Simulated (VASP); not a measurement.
Li12H (a cell with a defect), 13 atoms in the cell. The cell holds a defect, 13 atoms: a = 8.261 Å, b = 8.261 Å, c = 8.261 Å, α = 43.76°, β = 43.76°, γ = 43.76°. 

```yaml
Program: VASP 6.6.1
Task: single point
Functional: LDA
Potentials_or_basis: VASP PAW LDA potentials, release 64 (Li_sv, H)
Cutoff: 520 eV
k_mesh: 3 × 3 × 3
Occupations: fermi-dirac, width 0.15 eV
Spin: no spin polarisation
Dipole_correction: no
Further_INCAR_settings: ALGO = Normal; EDIFF = 1e-06; NBANDS = 30
```

Potentials or basis: VASP PAW LDA potentials, release 64 (Li_sv, H).

Command:

```sh
$ cat potpaw_LDA.64/Li_sv/POTCAR potpaw_LDA.64/H/POTCAR > POTCAR
$ mpirun -np 1 vasp_std > vasp.out
```

Hardware: 1 thread of Intel(R) Xeon(R) Platinum 8259CL CPU @ 2.50GHz (Skylake/Cascade Lake), with other jobs on the host.

Task: How long does it take, and how much memory?

Result: Run time: 2.8 min on 1 thread of Intel(R) Xeon(R) Platinum 8259CL CPU @ 2.50GHz (Skylake/Cascade Lake), with other jobs on the host, peak memory 0.42 GiB. Counts: scf iterations 12, k points 14.
